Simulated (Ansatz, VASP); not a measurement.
## Two plane-wave programs on Gd

The input INCAR:

```
ALGO = Normal
EDIFF = 1E-8
ENCUT = 520
GGA = PE
GGA_COMPAT = F
ISIF = 2
ISMEAR = -1
ISPIN = 2
LASPH = T
LCHARG = F
LEFG = T
LMAXMIX = 6
LORBIT = 11
LREAL = F
LWAVE = F
MAGMOM = 7
NBANDS = 19
NELM = 200
PREC = Accurate
SIGMA = 0.05
```

KPOINTS

```
k-points
0
Gamma
  10 10 10
```

POSCAR

```
Gd
1.0
    3.2602005662      0.0000000000      0.0000000000
    0.0000000000      3.2602005662      0.0000000000
    0.0000000000      0.0000000000      3.2602005662
Gd
1
Direct
    0.0000000000      0.0000000000      0.0000000000
```

Input for Ansatz:

```yaml
crystal:
  lattice:
    - [3.2602005662, 0.0, 0.0]
    - [0.0, 3.2602005662, 0.0]
    - [0.0, 0.0, 3.2602005662]
  atoms:
    - { symbol: Gd, position: [0.0, 0.0, 0.0], spin: 7.0 }
magnetization:
  spin_polarized: true
kpoints:
  mp_grid: { grid: [10, 10, 10] }
  band_path:
    path:
      - [0.0, 0.0, 0.0]
      - [0.0, 0.5, 0.0]
      - [0.5, 0.5, 0.0]
      - [0.0, 0.0, 0.0]
      - [0.5, 0.5, 0.5]
      - [0.0, 0.5, 0.0]
      - [0.5, 0.5, 0.5]
      - [0.5, 0.5, 0.0]
    npoints: 8
scf:
  occupations: { method: fermi_dirac, width: 0.05 }
hamiltonian:
  xc: pbe
  pseudopotentials: { kind: paw }
output:
  forces: true
  stress: true
  eigenvalues: true
  efg: { contact_densities: true }
  populations: true
  bader: true
  dos: { projected: true, de: 0.2, e_range: [-14, 8] }
  write_density: true
  write_potential: true
  elf: true
  volumetric_format: npy
```

Alike in both runs: task electric field gradients; functional PBE; k mesh 10 × 10 × 10; occupations fermi-dirac, width 0.05 eV; collinear spin.

|  | VASP | Ansatz |
| --- | --- | --- |
| version | VASP 6.6.1 | Ansatz 0.2.0 |
| potentials or method | VASP PAW PBE potentials, release 64 (Gd) | PAW with Ansatz's default frozen-core files, scalar-relativistic |
| plane-wave cutoff (eV) | 520 | 420 |
| valence electrons in the cell | 18 | 18 |

|  | VASP | Ansatz | Ansatz less VASP |
| --- | --- | --- | --- |
| pressure (GPa) | 0.0 | 0.0 | 0.00 |
| net moment per atom (μB) | 7.88 | 7.87 | -0.006 |
| size of the moment on the site where the two differ most (μB) | 7.15 | 7.49 | +0.340 |

Site moments also hang on the region over which each program counts them.

Neither program's run includes spin-orbit coupling.
